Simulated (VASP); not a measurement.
# Na: single point with PBE

Crystal: Na.

```
CELL_PARAMETERS angstrom
3.71609 0.00000 0.00000
-1.85804 3.21823 0.00000
0.00000 0.00000 6.07083
ATOMIC_POSITIONS crystal
Na 0.66667 0.33333 0.75000
Na 0.33333 0.66667 0.25000
```

This cell differs from its parent crystal: volume scaled by 0.96.

| Quantity | Value |
| --- | --- |
| Program | VASP 6.6.1 |
| Task | single point |
| Functional | PBE |
| Potentials or basis | VASP PAW PBE potentials, release 64 (Na_pv) |
| Cutoff | 520 eV |
| k mesh | 8 × 8 × 5 |
| Occupations | fermi-dirac, width 0.05 eV |
| Spin | no spin polarisation |

| Quantity | Value |
| --- | --- |
| Pressure | 0.2 GPa |
| Band gap on the k mesh | zero (band 7 reaches 1.85 eV, above the bottom of band 8 at -1.43 eV) |

Stress tensor (GPa, compression positive):
```
0.27 0.00 0.00
0.00 0.27 0.00
0.00 0.00 0.02
```

Levels at points of the mesh, in eV from the Fermi level:
```
           k point  band 3  band 4  band 5  band 6  band 7  band 8  band 9  band 10  band 11  band 12
(0.00, 0.00, 0.00)  -24.84  -24.84  -24.84  -24.84   -3.28    0.60    1.02    10.15    10.15    10.54
(0.50, 0.00, 0.00)  -24.86  -24.85  -24.85  -24.84    0.29    0.41    3.93     3.97     4.47     4.69
```

Wall time 19 s on 1 thread of Intel(R) Xeon(R) Platinum 8375C CPU @ 2.90GHz (Ice Lake) (shared host), peak memory 0.18 GiB.
